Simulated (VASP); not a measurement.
# Zn: single point with PBEsol

Zn:

```
Zn
1.0
     0.00000    2.02505    2.02505
     2.02505    0.00000    2.02505
     2.02505    2.02505    0.00000
Zn
1
Direct
  0.00000 0.00000 0.00000
```

This cell differs from its parent crystal: Cd replaced by Zn, lengths x 0.908, strained.

```json
{
 "Program": "VASP 6.6.1",
 "Task": "single point",
 "Functional": "PBEsol",
 "Potentials or basis": "VASP PAW PBE potentials, release 64 (Zn)",
 "Cutoff": "500 eV",
 "k mesh": "18 × 18 × 18",
 "Occupations": "gaussian, width 0.1 eV",
 "Spin": "no spin polarisation"
}
```

| Quantity | Value |
| --- | --- |
| Pressure | -8.9 GPa |
| Band gap on the k mesh | zero (band 6 reaches 3.92 eV, above the bottom of band 7 at 0.78 eV) |

Levels at points of the mesh, in eV from the Fermi level:
| k point | band 2 | band 3 | band 4 | band 5 | band 6 | band 7 | band 8 | band 9 | band 10 | band 11 |
| --- | --- | --- | --- | --- | --- | --- | --- | --- | --- | --- |
| (0.00, 0.00, 0.00) | -7.29 | -7.29 | -7.29 | -6.97 | -6.97 | 17.08 | 17.08 | 17.08 | 18.31 | 20.00 |
| (0.50, 0.00, 0.00) | -7.30 | -7.30 | -6.73 | -6.73 | -2.47 | -1.45 | 14.27 | 14.27 | 16.90 | 18.07 |
| (0.50, 0.50, 0.00) | -7.80 | -6.74 | -6.67 | -6.67 | -0.71 | 1.47 | 8.04 | 8.04 | 11.59 | 12.38 |

Run time: 14 s on 1 thread of Intel Xeon 6975P-C (shared host), peak memory 0.16 GiB.

Caveat: the cell differs from its parent crystal (Cd replaced by Zn, lengths x 0.908, strained); the PAW data sets were made with another functional, which shifts forces and pressure a little.
